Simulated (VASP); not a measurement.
Set up this calculation in VASP 6.6.1, as the native input.

```yaml
Task: single point
Functional: PBE
Potentials_or_basis: VASP PAW PBE potentials, release 64 (Na_pv)
Cutoff: 500 eV
k_mesh: 9 × 9 × 9
Occupations: fermi-dirac, width 0.05 eV
Spin: no spin polarisation
Dipole_correction: no
Further_INCAR_settings: ALGO = Normal; EDIFF = 1e-06; NBANDS = 10
```

The structure of Na lies in POSCAR:

```
Na
1.0
   -2.0850000000      2.0850000000      2.0850000000
    2.0850000000     -2.0850000000      2.0850000000
    2.0850000000      2.0850000000     -2.0850000000
Na
1
Direct
    0.0000000000      0.0000000000      0.0000000000
```

One way to write it, as run:

INCAR

```
SYSTEM = Na
ALGO     = Normal         ! electronic algorithm
EDIFF    = 1E-6           ! SCF threshold, eV
ENCUT    = 500            ! plane-wave cutoff, eV
GGA      = PE             ! functional
GGA_COMPAT= .False.      
ISIF     = 2              ! what is computed and relaxed
ISMEAR   = -1             ! smearing method
LASPH    = .True.         ! aspherical terms in the spheres
LCHARG   = .True.         ! write CHGCAR
LELF     = .True.         ! ELF
LREAL    = .False.        ! projectors in reciprocal space
LVHAR    = .True.       
LWAVE    = .False.        ! write WAVECAR
NBANDS   = 10             ! bands
NELM     = 120            ! most SCF steps
PREC     = Accurate       ! precision mode
SIGMA    = 0.05           ! smearing width, eV
```

KPOINTS

```
k-points
0
Gamma
  9 9 9
  0 0 0
```

Potentials or basis: VASP PAW PBE potentials, release 64 (Na_pv).

Command:

```bash
$ cat potpaw_PBE.64/Na_pv/POTCAR > POTCAR
$ mpirun -np 1 vasp_std > vasp.out
```

Results of the run:

```json
{
 "Pressure": "0.1 GPa",
 "Band gap on the k mesh": "zero (an odd number of electrons rules out a gap without spin polarisation)"
}
```

Run time: 6.3 s on 1 thread of Intel(R) Xeon(R) Platinum 8488C (Sapphire Rapids), with other jobs on the host, peak memory 0.15 GiB.
